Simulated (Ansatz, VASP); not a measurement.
# K2NaCrF6 in VASP and in Ansatz

```
CELL_PARAMETERS angstrom
0.00000 4.18715 4.18715
4.18715 0.00000 4.18715
4.18715 4.18715 0.00000
ATOMIC_POSITIONS crystal
Cr 0.00000 0.00000 0.00000
F 0.77070 0.22930 0.22930
F 0.22930 0.77070 0.22930
F 0.22930 0.77070 0.77070
F 0.77070 0.22930 0.77070
F 0.22930 0.22930 0.77070
F 0.77070 0.77070 0.22930
K 0.25000 0.25000 0.25000
K 0.75000 0.75000 0.75000
Na 0.50000 0.50000 0.50000
```

Alike in both runs: task single point; functional LDA; k mesh 4 × 4 × 4; occupations fermi-dirac, width 0.1 eV; no spin polarisation.

|  | VASP | Ansatz |
| --- | --- | --- |
| version | VASP 6.6.1 | Ansatz 0.2.0 |
| potentials or method | VASP PAW LDA potentials, release 64 (Cr_pv, F, K_sv, Na_pv), cutoff 520 eV | PAW plane waves |
| valence electrons in the cell | 79 | 83 |

```tsv
	VASP	Ansatz	Ansatz less VASP
gap on the k mesh at the Fermi level (eV)	none	none	-
pressure (GPa)	-6.6	-6.7	-0.16
rms of the force components (eV/Å)	0.155	0.188	+0.0327
```

LDA's correlation is that of Perdew and Zunger in VASP and of Perdew and Wang (1992) in Ansatz. Atom by atom the forces differ by 0.033 eV/Å (rms over components). A gap of «none» marks a metal or a gap that the smearing closes. VASP's potentials hold 79 valence electrons a cell and Ansatz's 83, so a difference there can come from the potentials and not from the codes.
